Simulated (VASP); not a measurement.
# H4C in VASP: single point with r2SCAN

Aim: the single point of H4C with r2SCAN.

Everything below comes from runs of VASP 6.6.1. Logs are shortened: lines on timing, memory, paths and dates and some standing lists are left out, and cuts for length are marked.

## Step 1: The cell of the first run

The cell holds a disordered packing, 40 atoms: a = 7.388 Å, b = 7.388 Å, c = 7.388 Å, α = 90.00°, β = 90.00°, γ = 90.00°.

## Step 2: Single point, r2SCAN

Contents of POSCAR:

```
H4C
1.0
    7.3876590000      0.0000000000      0.0000000000
    0.0000000000      7.3876590000      0.0000000000
    0.0000000000      0.0000000000      7.3876590000
C H
8 32
Direct
    0.4580946993      0.4492961097      0.6279255219
    0.4877746350      0.8340650668      0.0814154733
    0.3610886050     -0.0186512230      0.5384091394
    0.8819401181      0.1940925480      0.4209979555
    0.9265299957      0.7167401606      0.3574314881
    0.9948976250      0.8555912444      0.8437473221
    0.7716159417      0.3856107628      0.9795381240
    0.2427308737      0.3714504516      0.0755623561
    0.3333360345      0.4348631835      0.5502847708
    0.5706041664      0.4752980399      0.5358007537
    0.4850124352      0.3247953247      0.7022433146
    0.4445243252      0.5604084209      0.7235355628
    0.5669208091      0.9356574108      0.1531048280
    0.3882964879      0.7755731798      0.1735027918
    0.5766440234      0.7272312954      0.0317604985
    0.4183545244      0.8968402455     -0.0322745993
    0.3953824967      0.0893423274      0.4431303760
    0.4850110843     -0.0775834274      0.5934725446
    0.2833565882     -0.1229515704      0.4679134239
    0.2807915070      0.0360169760      0.6484994884
    0.7843562635      0.1165363010      0.4987078495
    0.8897403207      0.1399237952      0.2847981894
    1.0143424827      0.1856564259      0.4847254024
    0.8393060810      0.3338702975      0.4150725052
    0.9951038272      0.8293167995      0.4218451392
    0.8313283581      0.6566926011      0.4523340919
    1.0253835462      0.6160160993      0.3155745453
    0.8530990025      0.7647453302      0.2398492089
    1.0882077348      0.7702366857      0.7682357997
    1.0690204938      0.9304128412      0.9468610586
    0.8928598252      0.7716263859      0.9085518741
    0.9296200444      0.9495859267      0.7509975402
    0.8390755729      0.4617973582      1.0859724470
    0.6491697031      0.3238866488      1.0328876750
    0.8625439099      0.2807859742      0.9296974343
    0.7360524435      0.4755502691      0.8688744830
    0.3539232412      0.4268699694      0.1540268976
    0.1425244555      0.3137615397      0.1659143979
    0.2940416467      0.2668597170     -0.0141573140
    0.1818342712      0.4783083076     -0.0050967596
```

Contents of INCAR.step1:

```
SYSTEM = H4C
  ALGO = Normal
  EDIFF = 1E-5
  ENCUT = 1060
  GGA = PE
  GGA_COMPAT = .False.
  ISMEAR = -1
  LASPH = .True.
  LCHARG = .False.
  LREAL = Auto
  LWAVE = .True.
  NBANDS = 58
  NELM = 120
  PREC = Accurate
  SIGMA = 0.02
```

Contents of INCAR.step2:

```
SYSTEM = H4C
  ALGO = Normal
  EDIFF = 1E-6
  ENCUT = 1060
  GGA_COMPAT = .False.
  ISIF = 2
  ISMEAR = -1
  ISTART = 1
  LASPH = .True.
  LCHARG = .False.
  LMIXTAU = .True.
  LREAL = Auto
  LWAVE = .False.
  METAGGA = R2SCAN
  NBANDS = 58
  NELM = 120
  PREC = Accurate
  SIGMA = 0.02
```

Contents of KPOINTS:

```
k-points
0
Gamma
  1 1 1
  0 0 0
```

Potentials or basis: VASP PAW PBE potentials, release 64 (C_h, H_h).

Launch:

```
> cat potpaw_PBE.64/C_h/POTCAR potpaw_PBE.64/H_h/POTCAR > POTCAR
> cp INCAR.step1 INCAR
> mpirun -np 1 vasp_gam > vasp.out
> cp INCAR.step2 INCAR
> mpirun -np 1 vasp_gam > vasp.out
```

OUTCAR:

```text
SYSTEM = H4C
   EDIFF = 1E-6
   ENCUT = 1060
   ISIF = 2
   ISMEAR = -1
   ISTART = 1
   LASPH = .True.
   LREAL = Auto
   METAGGA = R2SCAN
   NELM = 120
   PREC = Accurate

 ion  position               nearest neighbor table
   1  0.458  0.449  0.628-  12 1.09  11 1.09   9 1.09  10 1.09
   2  0.488  0.834  0.081-  16 1.09  13 1.09  15 1.09  14 1.09
   3  0.361  0.981  0.538-  20 1.08  18 1.09  19 1.09  17 1.09
   4  0.882  0.194  0.421-  24 1.08  22 1.08  21 1.09  23 1.09
   5  0.927  0.717  0.357-  28 1.08  25 1.08  27 1.09  26 1.09
   6  0.995  0.856  0.844-  31 1.09  29 1.09  32 1.09  30 1.09
   7  0.772  0.386  0.980-  36 1.09  34 1.09  33 1.09  35 1.09
   8  0.243  0.371  0.076-  38 1.08  37 1.09  39 1.09  40 1.09
   9  0.333  0.435  0.550-   1 1.09
  10  0.571  0.475  0.536-   1 1.09
  11  0.485  0.325  0.702-   1 1.09
  12  0.445  0.560  0.724-   1 1.09
  13  0.567  0.936  0.153-   2 1.09
  14  0.388  0.776  0.174-   2 1.09
[... 24 lines left out ...]
  39  0.294  0.267  0.986-   8 1.09
  40  0.182  0.478  0.995-   8 1.09

  LATTYP: Found a simple cubic cell.
 ALAT       =     7.3876590000

  Lattice vectors:

 A1 = (   7.3876590000,   0.0000000000,   0.0000000000)
 A2 = (   0.0000000000,   7.3876590000,   0.0000000000)
 A3 = (   0.0000000000,   0.0000000000,   7.3876590000)

Analysis of symmetry for initial positions (statically):
=====================================================================
 Subroutine PRICEL returns:
 Original cell was already a primitive cell.

 Routine SETGRP: Setting up the symmetry group for a
 simple cubic supercell.

 Subroutine GETGRP returns: Found  1 space group operations
 (whereof  1 operations were pure point group operations)
 out of a pool of 48 trial point group operations.

The static configuration has the point symmetry C_1 .

Analysis of symmetry for dynamics (positions and initial velocities):
=====================================================================
 Subroutine PRICEL returns:
 Original cell was already a primitive cell.

 Routine SETGRP: Setting up the symmetry group for a
 simple cubic supercell.

 Subroutine GETGRP returns: Found  1 space group operations
 (whereof  1 operations were pure point group operations)
 out of a pool of 48 trial point group operations.

The dynamic configuration has the point symmetry C_1 .

 Subroutine INISYM returns: Found  1 space group operations
 (whereof  1 operations are pure point group operations),
 and found     1 'primitive' translations

----------------------------------------------------------------------------------------

                                     Primitive cell

  volume of cell :     403.2000

  direct lattice vectors                    reciprocal lattice vectors
     7.387659000  0.000000000  0.000000000     0.135360877  0.000000000  0.000000000
     0.000000000  7.387659000  0.000000000     0.000000000  0.135360877  0.000000000
     0.000000000  0.000000000  7.387659000     0.000000000  0.000000000  0.135360877

  length of vectors
     7.387659000  7.387659000  7.387659000     0.135360877  0.135360877  0.135360877

  position of ions in fractional coordinates (direct lattice)
     0.458094699  0.449296110  0.627925522
     0.487774635  0.834065067  0.081415473
     0.361088605  0.981348777  0.538409139
     0.881940118  0.194092548  0.420997955
     0.926529996  0.716740161  0.357431488
     0.994897625  0.855591244  0.843747322
[... 32 lines left out ...]
     0.294041647  0.266859717  0.985842686
     0.181834271  0.478308308  0.994903240

  ion indices of the primitive-cell ions
   primitive index   ion index
                 1           1
                 2           2
                 3           3
                 4           4
                 5           5
                 6           6
[... 32 lines left out ...]
                39          39
                40          40

----------------------------------------------------------------------------------------

 KPOINTS: k-points

Automatic generation of k-mesh.
 Grid dimensions read from file:
 generate k-points for:    1    1    1

 Generating k-lattice:

  Cartesian coordinates                     Fractional coordinates (reciprocal lattice)
     0.135360877  0.000000000  0.000000000     1.000000000  0.000000000  0.000000000
     0.000000000  0.135360877  0.000000000     0.000000000  1.000000000  0.000000000
     0.000000000  0.000000000  0.135360877     0.000000000  0.000000000  1.000000000

  Length of vectors
     0.135360877  0.135360877  0.135360877

  Shift w.r.t. Gamma in fractional coordinates (k-lattice)
     0.000000000  0.000000000  0.000000000

 Subroutine IBZKPT returns following result:
 ===========================================

 Found      1 irreducible k-points:

 Following reciprocal coordinates:
            Coordinates               Weight
  0.000000  0.000000  0.000000      1.000000
   k-points           NKPTS =      1   k-points in BZ     NKDIM =      1   number of bands    NBANDS=     58
   number of dos      NEDOS =    301   number of ions     NIONS =     40
   total plane-waves  NPLWV = 512000
   dimension x,y,z NGX =    80 NGY =   80 NGZ =   80
   dimension x,y,z NGXF=   160 NGYF=  160 NGZF=  160
   ions per type =               8  32
   NGX,Y,Z   is equivalent  to a cutoff of  18.00, 18.00, 18.00 a.u.
   NGXF,Y,Z  is equivalent  to a cutoff of  36.01, 36.01, 36.01 a.u.
 SYSTEM =  H4C
   PREC   = accura    normal or accurate (medium, high low for compatibility)
   ISTART =      1    job   : 0-new  1-cont  2-samecut
   ICHARG =      0    charge: 1-file 2-atom 10-const
   ISPIN  =      1    spin polarized calculation?
   LNONCOLLINEAR =      F non collinear calculations
   LSORBIT =      F    spin-orbit coupling
   LASPH  =      T    aspherical Exc in radial PAW
   ENCUT  = 1060.0 eV  77.91 Ry    8.83 a.u.  19.61 19.61 19.61*2*pi/ulx,y,z
   NELM   =    120;   NELMIN=  2; NELMDL=  0     # of ELM steps
   EDIFF  = 0.1E-05   stopping-criterion for ELM
   LREAL  =      T    real-space projection
   EDIFFG = 0.1E-04   stopping-criterion for IOM
   NSW    =      0    number of steps for IOM
   IBRION =     -1    ionic relax: 0-MD 1-quasi-New 2-CG
   NFREE  =      0    steps in history (QN), initial steepest desc. (CG)
   ISIF   =      2    stress and relaxation
   ISYM   =      2    0-nonsym 1-usesym 2-fastsym
   POTIM  = 0.5000    time-step for ionic-motion
   TEBEG  =    0.0;   TEEND  =   0.0 temperature during run
   PSTRESS=    0.0 pullay stress
   NELECT =      64.0000    total number of electrons
   NUPDOWN=      -1.0000    fix difference up-down
   EMIN   =  10.00;   EMAX   =-10.00  energy-range for DOS
   EFERMI =   0.00;   METHOD = LEGACY
   ISMEAR =    -1;   SIGMA  =   0.02  broadening in eV -4-tet -1-fermi 0-gaus
   EFERMI_NEDOS =   21; number of points for ismear=-14 and -15
   IALGO  =     38    algorithm
   IMIX   =      4    mixing-type and parameters
     AMIX     =   0.40;   BMIX     =  1.00
     AMIX_MAG =   1.60;   BMIX_MAG =  1.00
  volume/ion in A,a.u.               =      10.08        68.02
  Fermi-wavevector in a.u.,A,eV,Ry     =   0.886396  1.675046 10.690078  0.785699
  Thomas-Fermi vector in A             =   2.007557
   LORBIT       =      0    0 simple, 1 ext, 2 COOP (PROOUT), +10 PAW based schemes
   METAGGA = R2SCAN    functional components
   LHFCALC =     F    Hartree Fock is set to
   AEXX    =    0.0000 exact exchange contribution
   IVDW    =     0    specifies the selected vdW correction
   LEPSILON=     F    determine dielectric tensor
   LRPA    =     F    only Hartree local field effects (RPA)
 non-spin polarized calculation
  energy-cutoff  :     1060.00
  volume of cell :      403.20
 maximum number of plane-waves:     15732
 NGX is ok and might be reduce to    80
   NGX = 39   NGY = 39   NGZ = 39

 number of electron      64.0000000 magnetization

 Free energy of the ion-electron system (eV)
  ---------------------------------------------------
  ext. energy  EPLUGINS =         0.00000000
  ---------------------------------------------------
  free energy    TOTEN  =      -200.33468720 eV

  energy without entropy =     -200.33468720  energy(sigma->0) =     -200.33468720

 E-fermi :  -5.9860     XC(G=0):  -6.5058

 val. band max:       -6.5169045147   @ k =   0.0000   0.0000   0.0000
 cond. band min:       1.6478250320   @ k =   0.0000   0.0000   0.0000
 fundamental gap:      8.1647295467
 Fermi energy:        -5.9859599303

 k-point     1 :       0.0000    0.0000    0.0000
  band No.  band energies     occupation
      1     -15.7839      2.00000
      2     -15.4366      2.00000
      3     -15.4134      2.00000
      4     -15.3668      2.00000
      5     -15.2883      2.00000
      6     -15.2435      2.00000
[... 36 lines left out ...]
     43       5.0253      0.00000
     44       5.0402      0.00000
 [bands above 44 left out]

------------------------ aborting loop because EDIFF is reached ----------------------------------------

  FORCE on cell =-STRESS in cart. coord.  units (eV):
  Direction    XX          YY          ZZ          XY          YZ          ZX
  --------------------------------------------------------------------------------------
  -------------------------------------------------------------------------------------
  Total        1.0803778      1.0860739      0.4425385      0.0370851      0.0397991      0.0692428
  in kB        4.2930477      4.3156822      1.7584950      0.1473633      0.1581477      0.2751469
  external PRESSURE =       3.4557416 kB  Pullay stress =       0.0000000 kB

 VOLUME and BASIS-vectors are now :
 -----------------------------------------------------------------------------
  energy-cutoff  :     1060.00
  volume of cell :      403.20
      direct lattice vectors                 reciprocal lattice vectors
     7.387659000  0.000000000  0.000000000     0.135360877  0.000000000  0.000000000
     0.000000000  7.387659000  0.000000000     0.000000000  0.135360877  0.000000000
     0.000000000  0.000000000  7.387659000     0.000000000  0.000000000  0.135360877

 POSITION                                       TOTAL-FORCE (eV/Angst)
 -----------------------------------------------------------------------------------
      3.38425      3.31925      4.63890         0.034212     -0.069711     -0.011849
      3.60351      6.16179      0.60147        -0.013634     -0.075998      0.049639
      2.66760      7.24987      3.97758         0.044188     -0.058968     -0.234332
      6.51547      1.43389      3.11019         0.009377     -0.007886      0.053543
      6.84489      5.29503      2.64058         0.036484     -0.043940     -0.003298
      7.34996      6.32082      6.23332         0.003250      0.011869      0.013026
[... 32 lines left out ...]
      2.17228      1.97147      7.28307         0.001272     -0.065877     -0.022355
      1.34333      3.53358      7.35001        -0.028059      0.021817      0.016253
 -----------------------------------------------------------------------------------
    total drift:                               -0.005777      0.000671      0.002455

  FREE ENERGIE OF THE ION-ELECTRON SYSTEM (eV)
  ---------------------------------------------------
  free  energy   TOTEN  =      -200.3346871974 eV

  energy  without entropy=     -200.3346871974  energy(sigma->0) =     -200.33468720
```

Run time: 3.5 min. Hardware: 1 thread of Intel Xeon 6975P-C (Granite Rapids), shared host; peak memory 1 GiB.

Results:

| Item | Value |
| --- | --- |
| Free energy | -200.3347 eV |
| Pressure | 0.3 GPa |
| Largest force | 0.263 eV/Å |
| Band gap on the k mesh | 8.16 eV |

Forces on the atoms (eV/Å):
```
C    0.034 -0.070 -0.012
C   -0.014 -0.076  0.050
C    0.044 -0.059 -0.234
C    0.009 -0.008  0.054
C    0.036 -0.044 -0.003
C    0.003  0.012  0.013
C    0.021 -0.039  0.008
C    0.079  0.019 -0.006
H    0.041  0.015  0.035
H   -0.118  0.022  0.068
H   -0.032  0.106 -0.078
H    0.013  0.008 -0.030
H   -0.005 -0.040 -0.024
H    0.091  0.052 -0.085
H   -0.060  0.067  0.040
H    0.010 -0.010 -0.007
H   -0.058 -0.152  0.130
H   -0.079  0.026 -0.084
H    0.164  0.145  0.146
H   -0.051  0.055  0.030
H   -0.049 -0.038  0.032
H    0.000 -0.058 -0.079
H    0.017 -0.011  0.012
H   -0.052  0.105  0.020
H   -0.003 -0.009 -0.003
H    0.024  0.004  0.029
H    0.000 -0.009  0.021
H   -0.025  0.030 -0.051
H   -0.010  0.009  0.032
H   -0.016  0.001 -0.026
H    0.010  0.006 -0.022
H    0.033 -0.005  0.033
H   -0.038 -0.028 -0.054
H    0.037 -0.011 -0.032
H   -0.033  0.022  0.016
H    0.017  0.005 -0.014
H    0.031  0.015  0.045
H   -0.049 -0.013  0.041
H    0.001 -0.066 -0.022
H   -0.028  0.022  0.016
```

Stress tensor (GPa, compression positive):
```
0.43 0.01 0.03
0.01 0.43 0.02
0.03 0.02 0.18
```

Levels at points of the mesh, in eV from the valence-band top:
| k point | band 28 | band 29 | band 30 | band 31 | band 32 | band 33 | band 34 | band 35 | band 36 | band 37 |
| --- | --- | --- | --- | --- | --- | --- | --- | --- | --- | --- |
| (0.00, 0.00, 0.00) | -0.19 | -0.14 | -0.09 | -0.02 | 0.00 | 8.16 | 10.38 | 10.48 | 10.61 | 10.75 |

Caveat: the k points lie up to 0.85 Å⁻¹ apart; the PAW data sets were made with another functional, which shifts forces and pressure a little.
